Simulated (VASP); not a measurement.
# GaN (F-43m) in VASP: further runs

GaN is run at these levels: PBE; tasks: single point.

Everything below comes from runs of VASP 6.6.1. Logs are shortened: lines on timing, memory, paths and dates and some standing lists are left out, and cuts for length are marked.

**1. The cell of the first run**

The structure is cubic, space group F-43m (No. 216). The conventional cell has a = 4.551 Å, b = 4.551 Å, c = 4.551 Å, α = 90.00°, β = 90.00°, γ = 90.00°. Ga (site symmetry -43m) has 4 N at 1.97 Å within 2.6 Å. N (site symmetry -43m) has 4 Ga at 1.97 Å within 2.6 Å.

**2. Single point, PBE**

INCAR

```
  ALGO = Normal
  EDIFF = 1E-6
  ENCUT = 600
  GGA = PE
  GGA_COMPAT = F
  ISIF = 2
  ISMEAR = 0
  LASPH = T
  LCHARG = F
  LREAL = F
  LWAVE = F
  NBANDS = 16
  NELM = 120
  PREC = Accurate
  SIGMA = 0.02
```

KPOINTS

```
k-points
0
Gamma
  10 10 10
```

POSCAR

```
GaN
1.0
    0.0000000000      2.2752726165      2.2752726165
    2.2752726165      0.0000000000      2.2752726165
    2.2752726165      2.2752726165      0.0000000000
Ga N
1 1
Direct
    0.0000000000      0.0000000000      0.0000000000
    0.7500000000      0.7500000000      0.7500000000
```

Potentials or basis: VASP PAW PBE potentials, release 64 (Ga_d, N).

Run with:

```
$ cat potpaw_PBE.64/Ga_d/POTCAR potpaw_PBE.64/N/POTCAR > POTCAR
$ mpirun -np 1 vasp_std > vasp.out
```

OUTCAR:

```text
EDIFF = 1E-6
   ENCUT = 600
   GGA = PE
   ISIF = 2
   ISMEAR = 0
   LASPH = T
   LREAL = F
   NELM = 120
   PREC = Accurate

 ion  position               nearest neighbor table
   1  0.000  0.000  0.000-   2 1.97   2 1.97   2 1.97   2 1.97
   2  0.750  0.750  0.750-   1 1.97   1 1.97   1 1.97   1 1.97

  LATTYP: Found a face centered cubic cell.
 ALAT       =     4.5505452330

  Lattice vectors:

 A1 = (   0.0000000000,   2.2752726165,   2.2752726165)
 A2 = (   2.2752726165,   0.0000000000,   2.2752726165)
 A3 = (   2.2752726165,   2.2752726165,   0.0000000000)

Analysis of symmetry for initial positions (statically):
=====================================================================
 Subroutine PRICEL returns:
 Original cell was already a primitive cell.

 Routine SETGRP: Setting up the symmetry group for a
 face centered cubic supercell.

 Subroutine GETGRP returns: Found 24 space group operations
 (whereof 24 operations were pure point group operations)
 out of a pool of 48 trial point group operations.

The static configuration has the point symmetry T_d .

Analysis of symmetry for dynamics (positions and initial velocities):
=====================================================================
 Subroutine PRICEL returns:
 Original cell was already a primitive cell.

 Routine SETGRP: Setting up the symmetry group for a
 face centered cubic supercell.

 Subroutine GETGRP returns: Found 24 space group operations
 (whereof 24 operations were pure point group operations)
 out of a pool of 48 trial point group operations.

The dynamic configuration has the point symmetry T_d .

 Subroutine INISYM returns: Found 24 space group operations
 (whereof 24 operations are pure point group operations),
 and found     1 'primitive' translations

----------------------------------------------------------------------------------------

                                     Primitive cell

  volume of cell :      23.5576

  direct lattice vectors                    reciprocal lattice vectors
     0.000000000  2.275272617  2.275272617    -0.219753886  0.219753886  0.219753886
     2.275272617  0.000000000  2.275272617     0.219753886 -0.219753886  0.219753886
     2.275272617  2.275272617  0.000000000     0.219753886  0.219753886 -0.219753886

  length of vectors
     3.217721392  3.217721392  3.217721392     0.380624896  0.380624896  0.380624896

  position of ions in fractional coordinates (direct lattice)
     0.000000000  0.000000000  0.000000000
     0.750000000  0.750000000  0.750000000

  ion indices of the primitive-cell ions
   primitive index   ion index
                 1           1
                 2           2

----------------------------------------------------------------------------------------

 KPOINTS: k-points

Automatic generation of k-mesh.
 Grid dimensions read from file:
 generate k-points for:   10   10   10

 Generating k-lattice:

  Cartesian coordinates                     Fractional coordinates (reciprocal lattice)
    -0.021975389  0.021975389  0.021975389     0.100000000  0.000000000  0.000000000
     0.021975389 -0.021975389  0.021975389     0.000000000  0.100000000  0.000000000
     0.021975389  0.021975389 -0.021975389     0.000000000  0.000000000  0.100000000

  Length of vectors
     0.038062490  0.038062490  0.038062490

  Shift w.r.t. Gamma in fractional coordinates (k-lattice)
     0.000000000  0.000000000  0.000000000

 Subroutine IBZKPT returns following result:
 ===========================================

 Found     47 irreducible k-points:

 Following reciprocal coordinates:
            Coordinates               Weight
  0.000000  0.000000  0.000000      1.000000
  0.100000  0.000000  0.000000      8.000000
  0.200000  0.000000  0.000000      8.000000
  0.300000  0.000000  0.000000      8.000000
  0.400000  0.000000  0.000000      8.000000
  0.500000  0.000000  0.000000      4.000000
[... 16 lines left out ...]
  0.300000  0.300000  0.000000      6.000000
  0.400000  0.300000  0.000000     24.000000
 [... further k-points ...]
   k-points           NKPTS =     47   k-points in BZ     NKDIM =     47   number of bands    NBANDS=     16
   number of dos      NEDOS =    301   number of ions     NIONS =      2
   total plane-waves  NPLWV =  21952
   dimension x,y,z NGX =    28 NGY =   28 NGZ =   28
   dimension x,y,z NGXF=    56 NGYF=   56 NGZF=   56
   ions per type =               1   1
   NGX,Y,Z   is equivalent  to a cutoff of  14.47, 14.47, 14.47 a.u.
   NGXF,Y,Z  is equivalent  to a cutoff of  28.93, 28.93, 28.93 a.u.
 SYSTEM =  unknown system
   PREC   = accura    normal or accurate (medium, high low for compatibility)
   ISTART =      0    job   : 0-new  1-cont  2-samecut
   ICHARG =      2    charge: 1-file 2-atom 10-const
   ISPIN  =      1    spin polarized calculation?
   LNONCOLLINEAR =      F non collinear calculations
   LSORBIT =      F    spin-orbit coupling
   LASPH  =      T    aspherical Exc in radial PAW
   ENCUT  =  600.0 eV  44.10 Ry    6.64 a.u.   6.43  6.43  6.43*2*pi/ulx,y,z
   NELM   =    120;   NELMIN=  2; NELMDL= -5     # of ELM steps
   EDIFF  = 0.1E-05   stopping-criterion for ELM
   LREAL  =      F    real-space projection
   EDIFFG = 0.1E-04   stopping-criterion for IOM
   NSW    =      0    number of steps for IOM
   IBRION =     -1    ionic relax: 0-MD 1-quasi-New 2-CG
   NFREE  =      0    steps in history (QN), initial steepest desc. (CG)
   ISIF   =      2    stress and relaxation
   ISYM   =      2    0-nonsym 1-usesym 2-fastsym
   POTIM  = 0.5000    time-step for ionic-motion
   TEBEG  =    0.0;   TEEND  =   0.0 temperature during run
   PSTRESS=    0.0 pullay stress
   NELECT =      18.0000    total number of electrons
   NUPDOWN=      -1.0000    fix difference up-down
   EMIN   =  10.00;   EMAX   =-10.00  energy-range for DOS
   EFERMI =   0.00;   METHOD = LEGACY
   ISMEAR =     0;   SIGMA  =   0.02  broadening in eV -4-tet -1-fermi 0-gaus
   EFERMI_NEDOS =   21; number of points for ismear=-14 and -15
   IALGO  =     38    algorithm
   IMIX   =      4    mixing-type and parameters
     AMIX     =   0.40;   BMIX     =  1.00
     AMIX_MAG =   1.60;   BMIX_MAG =  1.00
  volume/ion in A,a.u.               =      11.78        79.49
  Fermi-wavevector in a.u.,A,eV,Ry     =   1.496657  2.828271 30.476800  2.239982
  Thomas-Fermi vector in A             =   2.608645
   LORBIT       =      0    0 simple, 1 ext, 2 COOP (PROOUT), +10 PAW based schemes
   GGA     = PE    functional components
   LHFCALC =     F    Hartree Fock is set to
   AEXX    =    0.0000 exact exchange contribution
   IVDW    =     0    specifies the selected vdW correction
   LEPSILON=     F    determine dielectric tensor
   LRPA    =     F    only Hartree local field effects (RPA)
 non-spin polarized calculation
 Gauss-broadening in eV      SIGMA  =   0.02
  energy-cutoff  :      600.00
  volume of cell :       23.56
 maximum number of plane-waves:       801
 NGX is ok and might be reduce to    28
   NGX = 13   NGY = 13   NGZ = 13

 number of electron      18.0000002 magnetization

 Free energy of the ion-electron system (eV)
  ---------------------------------------------------
  ext. energy  EPLUGINS =         0.00000000
  ---------------------------------------------------
  free energy    TOTEN  =       -12.15505688 eV

  energy without entropy =      -12.15505688  energy(sigma->0) =      -12.15505688

 E-fermi :   5.0641     XC(G=0): -11.5136

 val. band max:        4.9725126368   @ k =   0.0000   0.0000   0.0000
 cond. band min:       6.5107748712   @ k =   0.0000   0.0000   0.0000
 fundamental gap:      1.5382622345
 Fermi energy:         5.0641114642

 k-point     1 :       0.0000    0.0000    0.0000
  band No.  band energies     occupation
      1     -10.7197      2.00000
      2      -8.4497      2.00000
      3      -8.4497      2.00000
      4      -8.4497      2.00000
      5      -8.1581      2.00000
      6      -8.1581      2.00000
[... 8 lines left out ...]
     15      23.6094      0.00000
     16      23.6094      0.00000

 k-point     2 :       0.1000    0.0000    0.0000
  band No.  band energies     occupation
      1     -10.6166      2.00000
      2      -8.4372      2.00000
      3      -8.4372      2.00000
      4      -8.4086      2.00000
      5      -8.1593      2.00000
      6      -8.1593      2.00000
[... 8 lines left out ...]
     15      22.3294      0.00000
     16      22.3294      0.00000

 k-point     3 :       0.2000    0.0000    0.0000
  band No.  band energies     occupation
      1     -10.3609      2.00000
      2      -8.4083      2.00000
      3      -8.4083      2.00000
      4      -8.2391      2.00000
      5      -8.1580      2.00000
      6      -8.1580      2.00000
[... 8 lines left out ...]
     15      21.5713      0.00000
     16      21.5713      0.00000

 k-point     4 :       0.3000    0.0000    0.0000
  band No.  band energies     occupation
      1     -10.0991      2.00000
      2      -8.3826      2.00000
      3      -8.3826      2.00000
      4      -8.1455      2.00000
      5      -8.1455      2.00000
      6      -7.8386      2.00000
[... 8 lines left out ...]
     15      22.0171      0.00000
     16      22.0171      0.00000

 k-point     5 :       0.4000    0.0000    0.0000
  band No.  band energies     occupation
      1      -9.9494      2.00000
      2      -8.3715      2.00000
      3      -8.3715      2.00000
      4      -8.1248      2.00000
      5      -8.1248      2.00000
      6      -7.2477      2.00000
[... 8 lines left out ...]
     15      23.3451      0.00000
     16      23.3451      0.00000

 k-point     6 :       0.5000    0.0000    0.0000
  band No.  band energies     occupation
      1      -9.9074      2.00000
      2      -8.3695      2.00000
      3      -8.3695      2.00000
      4      -8.1146      2.00000
      5      -8.1146      2.00000
      6      -6.9100      2.00000
[... 8 lines left out ...]
     15      24.2916      0.00000
     16      24.2916      0.00000

 k-point     7 :       0.1000    0.1000    0.0000
  band No.  band energies     occupation
      1     -10.5827      2.00000
      2      -8.4259      2.00000
      3      -8.4259      2.00000
      4      -8.4096      2.00000
      5      -8.1672      2.00000
      6      -8.1514      2.00000
[... 8 lines left out ...]
     15      23.5703      0.00000
     16      24.2927      0.00000

 k-point     8 :       0.2000    0.1000    0.0000
  band No.  band energies     occupation
      1     -10.3795      2.00000
      2      -8.4064      2.00000
      3      -8.3959      2.00000
      4      -8.2962      2.00000
      5      -8.1616      2.00000
      6      -8.1446      2.00000
[... 8 lines left out ...]
     15      23.3305      0.00000
     16      23.4750      0.00000

 k-point     9 :       0.3000    0.1000    0.0000
  band No.  band energies     occupation
      1     -10.1253      2.00000
      2      -8.3836      2.00000
      3      -8.3664      2.00000
      4      -8.1969      2.00000
      5      -8.1329      2.00000
      6      -7.9228      2.00000
[... 8 lines left out ...]
     15      22.5075      0.00000
     16      23.4240      0.00000
[... 172 lines left out ...]
 k-point    19 :       0.5000    0.2000    0.0000
  band No.  band energies     occupation
      1      -9.8407      2.00000
      2      -8.3535      2.00000
      3      -8.2985      2.00000
      4      -8.1943      2.00000
      5      -8.1109      2.00000
      6      -6.7998      2.00000
[... 8 lines left out ...]
     15      24.9066      0.00000
     16      25.2528      0.00000

 k-point    20 :      -0.4000    0.2000    0.0000
  band No.  band energies     occupation
      1      -9.8347      2.00000
      2      -8.3585      2.00000
      3      -8.3041      2.00000
      4      -8.1668      2.00000
      5      -8.1329      2.00000
      6      -6.6831      2.00000
[... 8 lines left out ...]
     15      23.3410      0.00000
     16      24.9279      0.00000

 k-point    21 :      -0.3000    0.2000    0.0000
  band No.  band energies     occupation
      1      -9.8884      2.00000
      2      -8.3603      2.00000
      3      -8.3206      2.00000
      4      -8.1637      2.00000
      5      -8.1588      2.00000
      6      -7.1206      2.00000
[... 8 lines left out ...]
     15      21.9647      0.00000
     16      25.2475      0.00000

 k-point    22 :      -0.2000    0.2000    0.0000
  band No.  band energies     occupation
      1     -10.0193      2.00000
      2      -8.3672      2.00000
      3      -8.3543      2.00000
      4      -8.1780      2.00000
      5      -8.1648      2.00000
      6      -7.6698      2.00000
[... 8 lines left out ...]
     15      22.0528      0.00000
     16      25.1756      0.00000

 k-point    23 :       0.3000    0.3000    0.0000
  band No.  band energies     occupation
      1      -9.9442      2.00000
      2      -8.3074      2.00000
      3      -8.2757      2.00000
      4      -8.2757      2.00000
      5      -8.1118      2.00000
      6      -7.6465      2.00000
[... 8 lines left out ...]
     15      26.7287      0.00000
     16      26.9507      0.00000

 k-point    24 :       0.4000    0.3000    0.0000
  band No.  band energies     occupation
      1      -9.8471      2.00000
      2      -8.3262      2.00000
      3      -8.2441      2.00000
      4      -8.2440      2.00000
      5      -8.1024      2.00000
      6      -7.1993      2.00000
[... 8 lines left out ...]
     15      26.8103      0.00000
     16      27.0871      0.00000

 [... further k-points ...]

------------------------ aborting loop because EDIFF is reached ----------------------------------------

  FORCE on cell =-STRESS in cart. coord.  units (eV):
  Direction    XX          YY          ZZ          XY          YZ          ZX
  --------------------------------------------------------------------------------------
  -------------------------------------------------------------------------------------
  Total       -0.0403046     -0.0403046     -0.0403046     -0.0000000      0.0000000      0.0000000
  in kB       -2.7411637     -2.7411637     -2.7411637     -0.0000000      0.0000000      0.0000000
  external PRESSURE =      -2.7411637 kB  Pullay stress =       0.0000000 kB

 VOLUME and BASIS-vectors are now :
 -----------------------------------------------------------------------------
  energy-cutoff  :      600.00
  volume of cell :       23.56
      direct lattice vectors                 reciprocal lattice vectors
     0.000000000  2.275272617  2.275272617    -0.219753886  0.219753886  0.219753886
     2.275272617  0.000000000  2.275272617     0.219753886 -0.219753886  0.219753886
     2.275272617  2.275272617  0.000000000     0.219753886  0.219753886 -0.219753886

 POSITION                                       TOTAL-FORCE (eV/Angst)
 -----------------------------------------------------------------------------------
      0.00000      0.00000      0.00000         0.000000     -0.000000      0.000000
      3.41291      3.41291      3.41291        -0.000000      0.000000     -0.000000
 -----------------------------------------------------------------------------------
    total drift:                               -0.000000     -0.000000     -0.000000

  FREE ENERGIE OF THE ION-ELECTRON SYSTEM (eV)
  ---------------------------------------------------
  free  energy   TOTEN  =       -12.1550568838 eV

  energy  without entropy=      -12.1550568838  energy(sigma->0) =      -12.15505688
```

It took 24 s on 1 thread of Intel Xeon Platinum 8259CL at 2.50GHz (Skylake/Cascade Lake), shared host; peak memory 0.17 GiB.

What came out:

* Free energy: -12.1551 eV
* Pressure: -0.3 GPa
* Band gap on the k mesh: 1.54 eV

Levels at points of the mesh, in eV from the valence-band top:
```csv
k point,band 7,band 8,band 9,band 10,band 11,band 12
"(0.00, 0.00, 0.00)",0.00,0.00,0.00,1.54,10.12,10.12
"(0.50, 0.00, 0.00)",-6.85,-0.93,-0.93,4.44,8.58,10.22
"(0.50, 0.50, 0.00)",-6.01,-2.60,-2.60,3.34,6.49,11.51
```

**3. Single point, PBE**

INCAR

```
SYSTEM = GaN
PREC = Accurate
ENCUT = 600
EDIFF = 1E-6
ISMEAR = 0
SIGMA = 0.02
LREAL = .False.
LASPH = .True.
NELM = 120
ALGO = Normal
ISIF = 2
LWAVE = .False.
LCHARG = .False.
GGA = PE
NBANDS = 16
GGA_COMPAT = .False.
```

KPOINTS

```
Automatic mesh
0
Gamma
  10 10 10
  0 0 0
```

POSCAR is that of step 2.

Potentials or basis: VASP PAW PBE potentials, release 64 (Ga_d, N).

Run with:

```
$ cat potpaw_PBE.64/Ga_d/POTCAR potpaw_PBE.64/N/POTCAR > POTCAR
$ mpirun -np 1 vasp_std > vasp.out
```

It took 24 s on 1 thread of Intel Xeon Platinum 8259CL at 2.50GHz (Skylake/Cascade Lake), shared host; peak memory 0.16 GiB.

The run converged. Its results:

```
Free energy            : -12.1551 eV
Pressure               : -0.3 GPa
Band gap on the k mesh : 1.54 eV
```

Levels at points of the mesh, in eV from the valence-band top:
```csv
k point,band 5,band 6,band 7,band 8,band 9,band 10,band 11,band 12,band 13,band 14
"(0.00, 0.00, 0.00)",-13.13,-13.13,0.00,0.00,0.00,1.54,10.12,10.12,10.12,17.22
"(0.50, 0.00, 0.00)",-13.09,-11.88,-6.85,-0.93,-0.93,4.44,8.58,10.22,10.22,15.39
"(0.50, 0.50, 0.00)",-13.06,-11.45,-6.01,-2.60,-2.60,3.34,6.49,11.51,13.66,13.66
```
